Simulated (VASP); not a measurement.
# Sr8Ti8O23 (a cell with a defect) in VASP: single point with LDA

Aim: the single point of Sr8Ti8O23 (a cell with a defect) with LDA.

Everything below comes from runs of VASP 6.6.1. Logs are shortened: lines on timing, memory, paths and dates and some standing lists are left out, and cuts for length are marked.

## (1) The cell of the first run

The cell holds a defect, 39 atoms: a = 7.708 Å, b = 7.708 Å, c = 7.708 Å, α = 90.00°, β = 90.00°, γ = 90.00°.

## (2) Single point, LDA

The input, INCAR:

```
SYSTEM = Sr8Ti8O23
PREC = Accurate ; ENCUT = 520
EDIFF = 1E-6 ; ISMEAR = 0
SIGMA = 0.02 ; LREAL = Auto
LASPH = .True. ; NELM = 60
ALGO = Normal ; ISIF = 2
LWAVE = .False. ; LCHARG = .False.
GGA = CA ; NBANDS = 182
NELECT = 312.0
```

The input, KPOINTS:

```
Automatic mesh
0
Gamma
  2 2 2
  0.5 0.5 0.5
```

The input, POSCAR:

```
Sr8Ti8O23
1.0
    0.0000000000      0.0000000000      7.7080460010
   -7.7080460010      0.0000000000      0.0000000000
    0.0000000000     -7.7080460010      0.0000000000
Sr Ti O
8 8 23
Direct
   -0.0093855174      0.5100526125      0.4994385087
    0.5070522412      0.5094516820      0.4977514404
   -0.0080837608      0.5087429420     -0.0001567194
    0.5083664523      0.5102765343      0.0017287131
   -0.0093855174     -0.0100526126      0.4994385087
    0.5070522412     -0.0094516820      0.4977514404
   -0.0080837608     -0.0087429421     -0.0001567194
    0.5083664523     -0.0102765344      0.0017287131
    0.2544960162      0.2500000648      0.2316828415
    0.7510068050      0.2499999351      0.2502269706
    0.2520597308      0.2500000648      0.7643999529
    0.7526857000      0.2499999351      0.7416455479
    0.2493332292      0.7499999350      0.2553708164
    0.7502010236      0.7499999350      0.2494702289
    0.2484916410      0.7499999350      0.7495083708
    0.7479415664      0.7499999350      0.7503592998
    0.4786966761      0.2500000648      0.6908334485
    0.7604370808      0.2500000648      0.4939372442
    0.2744429651      0.2499999351     -0.0016942037
    0.7375378921      0.2500000648     -0.0069535133
    0.2498687735      0.7500000648      0.5041241320
    0.7474568781      0.7499999350      0.4996464732
    0.2452062429      0.7500000648      0.0055573099
    0.7513494340      0.7499999350     -0.0002750373
    0.0071526558      0.2499999351      0.2466416261
    0.4964886042      0.2499999351      0.2685602810
    0.0022101581      0.2500000648      0.7316546890
    0.0002306681      0.7499999350      0.2522436944
    0.4987716731      0.7499999350      0.2466793789
   -0.0051542246      0.7500000648      0.7509302616
    0.4958295526      0.7499999350      0.7563697725
    0.2499881293      0.4923819862      0.2746854390
    0.7508781083      0.5001238964      0.2460911624
    0.2408830980      0.4957479495      0.7450717081
    0.7410974194      0.4982055114      0.7490965933
    0.2499881293      0.0076180137      0.2746854390
    0.7508781083     -0.0001238965      0.2460911624
    0.2408830980      0.0042520504      0.7450717081
    0.7410974194      0.0017944885      0.7490965933
```

Potentials or basis: VASP PAW LDA potentials, release 64 (Sr_sv, Ti_sv, O).

Command:

```console
> cat potpaw_LDA.64/Sr_sv/POTCAR potpaw_LDA.64/Ti_sv/POTCAR potpaw_LDA.64/O/POTCAR > POTCAR
> mpirun -np 1 vasp_std > vasp.out
```

OUTCAR:

```text
SYSTEM = Sr8Ti8O23
   PREC = Accurate
   ENCUT = 520
   EDIFF = 1E-6
   ISMEAR = 0
   LREAL = Auto
   LASPH = .True.
   NELM = 60
   ISIF = 2
   GGA = CA
   NELECT = 312.0

 ion  position               nearest neighbor table
   1  0.991  0.510  0.499-  22 2.63  32 2.65  28 2.66  18 2.68  30 2.68  27 2.69  33 2.69  34 2.71
                            35 2.72  21 2.72  25 2.80  14 3.25  16 3.27  12 3.30  13 3.31  15 3.33
   2  0.507  0.509  0.498-  17 2.50  22 2.62  32 2.63  35 2.65  26 2.67  29 2.68  33 2.70  21 2.71
                            31 2.72  18 2.80  34 2.80  14 3.26  16 3.27  13 3.30  12 3.33  10 3.34
   3  0.992  0.509  1.000-  24 2.63  33 2.66  30 2.67  28 2.69  23 2.70  35 2.73  34 2.75  25 2.76
                            20 2.80  27 2.87  32 2.91  19 2.95  14 3.26  16 3.27  15 3.33  10 3.34
   4  0.508  0.510  0.002-  24 2.63  29 2.64  31 2.65  35 2.65  33 2.65  20 2.67  19 2.70  23 2.74
                            34 2.86  26 2.87  32 2.90  17 3.13  14 3.25  16 3.25   9 3.32  10 3.35
   5  0.991  0.990  0.499-  22 2.63  36 2.65  28 2.66  18 2.68  30 2.68  27 2.69  37 2.69  38 2.71
                            39 2.72  21 2.72  25 2.80  14 3.25  16 3.27  12 3.30  13 3.31  15 3.33
   6  0.507  0.991  0.498-  17 2.50  22 2.62  36 2.63  39 2.65  26 2.67  29 2.68  37 2.70  21 2.71
                            31 2.72  18 2.80  38 2.80  14 3.26  16 3.27  13 3.30  12 3.33  10 3.34
   7  0.992  0.991  1.000-  24 2.63  37 2.66  30 2.67  28 2.69  23 2.70  39 2.73  38 2.75  25 2.76
                            20 2.80  27 2.87  36 2.91  19 2.95  14 3.26  16 3.27  15 3.33  10 3.34
   8  0.508  0.990  0.002-  24 2.63  29 2.64  31 2.65  39 2.65  37 2.65  20 2.67  19 2.70  23 2.74
                            38 2.86  26 2.87  36 2.90  17 3.13  14 3.25  16 3.25   9 3.32  10 3.35
   9  0.254  0.250  0.232-  19 1.81  26 1.89  32 1.90  36 1.90  25 1.91   4 3.32   8 3.32   3 3.36
                             7 3.36   2 3.46   6 3.46   1 3.52   5 3.52
  10  0.751  0.250  0.250-  18 1.88  37 1.93  33 1.93  26 1.97  25 1.97  20 1.99   5 3.33   1 3.33
                             7 3.34   3 3.34   6 3.34   2 3.34   8 3.35   4 3.35
  11  0.252  0.250  0.764-  19 1.81  17 1.84  34 1.90  38 1.90  27 1.94   4 3.36   8 3.36   3 3.36
                             7 3.36   2 3.48   6 3.48   1 3.50   5 3.50
  12  0.753  0.250  0.742-  18 1.91  39 1.92  35 1.92  27 1.92  20 1.94  17 2.15   5 3.30   1 3.30
                             6 3.33   2 3.33   7 3.37   3 3.37   8 3.40   4 3.40
  13  0.249  0.750  0.255-  21 1.92  28 1.92  29 1.92  23 1.93  32 1.99  36 1.99   2 3.30   6 3.30
                             1 3.31   5 3.31   4 3.35   8 3.35   3 3.36   7 3.36
  14  0.750  0.750  0.249-  24 1.93  33 1.93  37 1.93  28 1.93  22 1.93  29 1.94   4 3.25   8 3.25
                             1 3.25   5 3.25   2 3.26   6 3.26   3 3.26   7 3.26
  15  0.248  0.750  0.750-  21 1.89  31 1.91  30 1.96  34 1.96  38 1.96  23 1.97   1 3.33   5 3.33
                             3 3.33   7 3.33   2 3.34   6 3.34   4 3.35   8 3.35
  16  0.748  0.750  0.750-  30 1.90  24 1.92  22 1.93  35 1.94  39 1.94  31 1.94   4 3.25   8 3.25
                             1 3.27   5 3.27   2 3.27   6 3.27   3 3.27   7 3.27
  17  0.479  0.250  0.691-  11 1.84  12 2.15   2 2.50   6 2.50   4 3.13   8 3.13
  18  0.760  0.250  0.494-  10 1.88  12 1.91   1 2.68   5 2.68   2 2.80   6 2.80
  19  0.274  0.250  0.998-   9 1.81  11 1.81   8 2.70   4 2.70   7 2.95   3 2.95
  20  0.738  0.250  0.993-  12 1.94  10 1.99   4 2.67   8 2.67   3 2.80   7 2.80
  21  0.250  0.750  0.504-  15 1.89  13 1.92   6 2.71   2 2.71   5 2.72   1 2.72
  22  0.747  0.750  0.500-  14 1.93  16 1.93   2 2.62   6 2.62   1 2.63   5 2.63
[... 15 lines left out ...]
  38  0.241  0.004  0.745-  11 1.90  15 1.96   5 2.71   7 2.75   6 2.80   8 2.86
  39  0.741  0.002  0.749-  12 1.92  16 1.94   6 2.65   8 2.65   5 2.72   7 2.73

  LATTYP: Found a simple cubic cell.
 ALAT       =     7.7080460010

  Lattice vectors:

 A1 = (   0.0000000000,   0.0000000000,   7.7080460010)
 A2 = (  -7.7080460010,   0.0000000000,   0.0000000000)
 A3 = (   0.0000000000,  -7.7080460010,   0.0000000000)

Analysis of symmetry for initial positions (statically):
=====================================================================
 Subroutine PRICEL returns:
 Original cell was already a primitive cell.

 Routine SETGRP: Setting up the symmetry group for a
 simple cubic supercell.

 Subroutine GETGRP returns: Found  2 space group operations
 (whereof  1 operations were pure point group operations)
 out of a pool of 48 trial point group operations.

The static configuration has the point symmetry C_1 .
 The point group associated with its full space group is C_1h.

Analysis of symmetry for dynamics (positions and initial velocities):
=====================================================================
 Subroutine PRICEL returns:
 Original cell was already a primitive cell.

 Routine SETGRP: Setting up the symmetry group for a
 simple cubic supercell.

 Subroutine GETGRP returns: Found  2 space group operations
 (whereof  1 operations were pure point group operations)
 out of a pool of 48 trial point group operations.

The dynamic configuration has the point symmetry C_1 .
 The point group associated with its full space group is C_1h.

 Subroutine INISYM returns: Found  2 space group operations
 (whereof  1 operations are pure point group operations),
[... 113 lines left out ...]

  Length of vectors
     0.064867283  0.064867283  0.064867283

  Shift w.r.t. Gamma in fractional coordinates (k-lattice)
     0.500000000  0.500000000  0.500000000

 Subroutine IBZKPT returns following result:
 ===========================================

 Found      2 irreducible k-points:

 Following reciprocal coordinates:
            Coordinates               Weight
  0.250000  0.250000  0.250000      4.000000
 -0.250000  0.250000  0.250000      4.000000
   k-points           NKPTS =      2   k-points in BZ     NKDIM =      2   number of bands    NBANDS=    182
   number of dos      NEDOS =    301   number of ions     NIONS =     39
   total plane-waves  NPLWV = 216000
   dimension x,y,z NGX =    60 NGY =   60 NGZ =   60
   dimension x,y,z NGXF=   120 NGYF=  120 NGZF=  120
   ions per type =               8   8  23
   NGX,Y,Z   is equivalent  to a cutoff of  12.94, 12.94, 12.94 a.u.
   NGXF,Y,Z  is equivalent  to a cutoff of  25.88, 25.88, 25.88 a.u.
 SYSTEM =  Sr8Ti8O23
   PREC   = accura    normal or accurate (medium, high low for compatibility)
   ISTART =      0    job   : 0-new  1-cont  2-samecut
   ICHARG =      2    charge: 1-file 2-atom 10-const
   ISPIN  =      1    spin polarized calculation?
   LNONCOLLINEAR =      F non collinear calculations
   LSORBIT =      F    spin-orbit coupling
   LASPH  =      T    aspherical Exc in radial PAW
   ENCUT  =  520.0 eV  38.22 Ry    6.18 a.u.  14.33 14.33 14.33*2*pi/ulx,y,z
   NELM   =     60;   NELMIN=  2; NELMDL= -5     # of ELM steps
   EDIFF  = 0.1E-05   stopping-criterion for ELM
   LREAL  =      T    real-space projection
   EDIFFG = 0.1E-04   stopping-criterion for IOM
   NSW    =      0    number of steps for IOM
   IBRION =     -1    ionic relax: 0-MD 1-quasi-New 2-CG
   NFREE  =      0    steps in history (QN), initial steepest desc. (CG)
   ISIF   =      2    stress and relaxation
   ISYM   =      2    0-nonsym 1-usesym 2-fastsym
   POTIM  = 0.5000    time-step for ionic-motion
   TEBEG  =    0.0;   TEEND  =   0.0 temperature during run
   PSTRESS=    0.0 pullay stress
   NELECT =     312.0000    total number of electrons
   NUPDOWN=      -1.0000    fix difference up-down
   EMIN   =  10.00;   EMAX   =-10.00  energy-range for DOS
   EFERMI =   0.00;   METHOD = LEGACY
   ISMEAR =     0;   SIGMA  =   0.02  broadening in eV -4-tet -1-fermi 0-gaus
   EFERMI_NEDOS =   21; number of points for ismear=-14 and -15
   IALGO  =     38    algorithm
   IMIX   =      4    mixing-type and parameters
     AMIX     =   0.40;   BMIX     =  1.00
     AMIX_MAG =   1.60;   BMIX_MAG =  1.00
  volume/ion in A,a.u.               =      11.74        79.24
  Fermi-wavevector in a.u.,A,eV,Ry     =   1.440507  2.722164 28.232914  2.075061
  Thomas-Fermi vector in A             =   2.559243
   LORBIT       =      0    0 simple, 1 ext, 2 COOP (PROOUT), +10 PAW based schemes
   GGA     = CA    functional components
   LHFCALC =     F    Hartree Fock is set to
   AEXX    =    0.0000 exact exchange contribution
   IVDW    =     0    specifies the selected vdW correction
   LEPSILON=     F    determine dielectric tensor
   LRPA    =     F    only Hartree local field effects (RPA)
 non-spin polarized calculation
 Gauss-broadening in eV      SIGMA  =   0.02
  energy-cutoff  :      520.00
  volume of cell :      457.97
 maximum number of plane-waves:     12341
 NGX is ok and might be reduce to    60
   NGX = 29   NGY = 29   NGZ = 29

 number of electron     312.0000109 magnetization

 Free energy of the ion-electron system (eV)
  ---------------------------------------------------
  ext. energy  EPLUGINS =         0.00000000
  ---------------------------------------------------
  free energy    TOTEN  =      -354.91104890 eV

  energy without entropy =     -354.91104890  energy(sigma->0) =     -354.91104890

 E-fermi :   3.9709     XC(G=0): -11.8265

 val. band max:        3.8315140140   @ k =   0.2500   0.2500   0.2500
 cond. band min:       6.4510079340   @ k =   0.2500   0.2500   0.2500
 fundamental gap:      2.6194939200
 Fermi energy:         3.9709264871

 k-point     1 :       0.2500    0.2500    0.2500
  band No.  band energies     occupation
      1     -51.6659      2.00000
      2     -51.6065      2.00000
      3     -51.5951      2.00000
      4     -51.5736      2.00000
      5     -51.5107      2.00000
      6     -51.5010      2.00000
[... 160 lines left out ...]
    167       7.7225      0.00000
    168       7.7550      0.00000

 k-point     2 :      -0.2500    0.2500    0.2500
  band No.  band energies     occupation
      1     -51.6659      2.00000
      2     -51.6065      2.00000
      3     -51.5951      2.00000
      4     -51.5736      2.00000
      5     -51.5107      2.00000
      6     -51.5010      2.00000
[... 160 lines left out ...]
    167       7.7069      0.00000
    168       7.7491      0.00000
 [bands above 168 left out]

------------------------ aborting loop because EDIFF is reached ----------------------------------------

  FORCE on cell =-STRESS in cart. coord.  units (eV):
  Direction    XX          YY          ZZ          XY          YZ          ZX
  --------------------------------------------------------------------------------------
  -------------------------------------------------------------------------------------
  Total      -14.7294950    -13.9909670    -16.1838020      0.0000000      0.0002779      0.0000000
  in kB      -51.5306411    -48.9469258    -56.6184852      0.0000000      0.0009723      0.0000000
  external PRESSURE =     -52.3653507 kB  Pullay stress =       0.0000000 kB

 VOLUME and BASIS-vectors are now :
 -----------------------------------------------------------------------------
  energy-cutoff  :      520.00
  volume of cell :      457.97
      direct lattice vectors                 reciprocal lattice vectors
     0.000000000  0.000000000  7.708046001     0.000000000  0.000000000  0.129734566
    -7.708046001  0.000000000  0.000000000    -0.129734566  0.000000000  0.000000000
     0.000000000 -7.708046001  0.000000000     0.000000000 -0.129734566  0.000000000

 POSITION                                       TOTAL-FORCE (eV/Angst)
 -----------------------------------------------------------------------------------
     -3.93151     -3.84969      7.63570         0.028680     -0.005839     -0.010527
     -3.92688     -3.83669      3.90838         0.013103     -0.008115     -0.015079
     -3.92141     -7.70684      7.64574         0.036336      0.032427     -0.000366
     -3.93323     -0.01333      3.91851         0.028897      0.026214     -0.019752
     -7.63056     -3.84969      7.63570        -0.028680     -0.005839     -0.010527
     -7.63519     -3.83669      3.90838        -0.013103     -0.008115     -0.015079
[... 31 lines left out ...]
     -0.03278     -5.74305      1.85674         0.006503      0.107540      0.041297
     -0.01383     -5.77407      5.71241         0.034260     -0.003499      0.039900
 -----------------------------------------------------------------------------------
    total drift:                               -0.004630      0.001780      0.000056

  FREE ENERGIE OF THE ION-ELECTRON SYSTEM (eV)
  ---------------------------------------------------
  free  energy   TOTEN  =      -354.9110489027 eV

  energy  without entropy=     -354.9110489027  energy(sigma->0) =     -354.91104890
```

It took 7 min on 1 thread of Intel Xeon Platinum 8559C (Emerald Rapids), shared host; peak memory 0.43 GiB.

Results:

```
Free energy   : -354.9110 eV
Largest force : 0.492 eV/Å
```

Forces on the atoms (eV/Å):
```
Sr   0.029 -0.006 -0.011
Sr   0.013 -0.008 -0.015
Sr   0.036  0.032  0.000
Sr   0.029  0.026 -0.020
Sr  -0.029 -0.006 -0.011
Sr  -0.013 -0.008 -0.015
Sr  -0.036  0.032  0.000
Sr  -0.029  0.026 -0.020
Ti   0.000 -0.111 -0.049
Ti   0.000  0.035  0.000
Ti   0.000  0.083 -0.019
Ti   0.000 -0.033 -0.126
Ti   0.000  0.020  0.005
Ti   0.000  0.024 -0.010
Ti   0.000  0.003 -0.040
Ti   0.000  0.013 -0.028
O    0.000 -0.338  0.358
O    0.000 -0.015  0.019
O    0.000  0.021 -0.050
O    0.000 -0.014 -0.044
O    0.000  0.016  0.014
O    0.000  0.002 -0.017
O    0.000  0.058 -0.014
O    0.000  0.016  0.005
O    0.000  0.007 -0.035
O    0.000 -0.071 -0.009
O    0.000 -0.056  0.010
O    0.000  0.004 -0.015
O    0.000  0.008 -0.011
O    0.000  0.017  0.046
O    0.000  0.010  0.021
O   -0.032 -0.007 -0.023
O   -0.001  0.009 -0.019
O   -0.007  0.108  0.041
O   -0.034 -0.003  0.040
O    0.032 -0.007 -0.023
O    0.001  0.009 -0.019
O    0.007  0.108  0.041
O    0.034 -0.003  0.040
```

Levels at points of the mesh, in eV from the Fermi level:
```
           k point  band 153  band 154  band 155  band 156  band 157  band 158  band 159  band 160
(0.25, 0.25, 0.25)     -0.30     -0.28     -0.19     -0.14      2.48      2.56      2.61      2.66
```

Caveat: the cell carries a net charge on a neutralising background, which shifts energy and pressure; the cell is charged against a uniform background, so pressure and absolute levels hang on convention.
